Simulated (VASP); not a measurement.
Wanted: the native input for a VASP 6.6.1 run.

| Property | Result |
| --- | --- |
| Task | relaxation of cell and atoms |
| Functional | PBE |
| Potentials or basis | VASP PAW PBE potentials, release 64 (As, Pt) |
| Cutoff | 500 eV |
| k mesh | 6 × 6 × 6 |
| Occupations | gaussian, width 0.02 eV |
| Spin | no spin polarisation |
| Dipole correction | no |
| Further INCAR settings | ALGO = Normal; EDIFF = 1e-07; IBRION = 2; EDIFFG = -0.005; NSW = 100; ISIF = 3 |

The structure of As2Pt lies in POSCAR:

```
As2Pt
1.0
    5.9665000000      0.0000000000      0.0000000000
    0.0000000000      5.9665000000      0.0000000000
    0.0000000000      0.0000000000      5.9665000000
As Pt
8 4
Direct
    0.3830000000      0.3830000000      0.3830000000
    0.1170000000      0.6170000000      0.8830000000
    0.8830000000      0.1170000000      0.6170000000
    0.6170000000      0.8830000000      0.1170000000
    0.6170000000      0.6170000000      0.6170000000
    0.8830000000      0.3830000000      0.1170000000
    0.1170000000      0.8830000000      0.3830000000
    0.3830000000      0.1170000000      0.8830000000
    0.0000000000      0.0000000000      0.0000000000
    0.5000000000      0.0000000000      0.5000000000
    0.5000000000      0.5000000000      0.0000000000
    0.0000000000      0.5000000000      0.5000000000
```

One way to write it, as run:

INCAR

```
SYSTEM = As2Pt
ALGO = Normal
EDIFF = 1E-7
EDIFFG = -0.005
ENCUT = 500
GGA = PE
GGA_COMPAT = .FALSE.
IBRION = 2
ISIF = 3
ISMEAR = 0
LASPH = .TRUE.
LCHARG = .FALSE.
LREAL = .FALSE.
LWAVE = .FALSE.
NELM = 120
NELMIN = 4
NSW = 100
PREC = Accurate
SIGMA = 0.02
```

KPOINTS

```
k-points
0
G
  6 6 6
  0 0 0
```

Potentials or basis: VASP PAW PBE potentials, release 64 (As, Pt).

Run with:

```sh
$ cat potpaw_PBE.64/As/POTCAR potpaw_PBE.64/Pt/POTCAR > POTCAR
$ mpirun -np 1 vasp_std > vasp.out
```

Results of the run:

* Relaxed volume: 18.53 Å³/atom
* Relaxed cell: a = 6.058 Å, b = 6.058 Å, c = 6.058 Å, α = 90.00°, β = 90.00°, γ = 90.00°
* Space group after relaxing (to 0.1 Å): Pa-3 (No. 205)
* Energy gained by relaxing: 17.5 meV/atom
* Ionic steps: 6
* Pressure after relaxing: 0.0 GPa
* Band gap on the k mesh: 0.11 eV (least direct gap 0.78 eV)

Caveat: spin-orbit coupling is left out, which moves the levels of the heavy elements.

It took 12 min on 1 thread of AMD EPYC 9R45 96-Core Processor (Zen 5), on a shared host, peak memory 0.42 GiB.
